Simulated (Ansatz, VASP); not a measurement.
## Hf4O3: VASP beside Ansatz

```
Hf O
1.0
     4.87561    0.00000    0.00000
     0.00000    4.87561    0.00000
     0.00000    0.00000    4.87561
Hf O
4 3
Cartesian
  3.6450 1.2306 1.2306
  1.2306 3.6450 1.2306
  1.2306 1.2306 3.6450
  3.6450 3.6450 3.6450
  0.0000 0.0000 2.4378
  2.4378 0.0000 0.0000
  0.0000 2.4378 0.0000
```

Change from the starting cell: species swapped into the Si3As4 type (P-43m, No. 215).

Alike in both runs: functional PBE; k mesh 6 × 6 × 6; occupations gaussian, width 0.1 eV; no spin polarisation.

Ansatz relaxed the structure, and its values are those at the end. VASP's run is a single point on that final structure, the one shown.

|  | VASP | Ansatz |
| --- | --- | --- |
| version | VASP 6.6.1 | Ansatz 0.2.0 |
| potentials or method | VASP PAW PBE potentials, release 64 (Hf_pv, O), cutoff 520 eV | scalar-relativistic, plane waves, PAW |
| valence electrons in the cell | 58 | 122 |

VASP gave:

| Property | Result |
| --- | --- |
| gap on the k mesh at the Fermi level (eV) | none |
| pressure (GPa) | -1.6 |
| rms of the force components (eV/Å) | 0.044 |

What did Ansatz give for the same quantities?

gap on the k mesh at the Fermi level (eV): none; pressure (GPa): 0.0; rms of the force components (eV/Å): 0.000.

A gap of «none» marks a metal or a gap that the smearing closes. VASP's potentials hold 58 valence electrons a cell and Ansatz's 122, so a difference there can come from the potentials and not from the codes.

Spin-orbit coupling is off throughout.
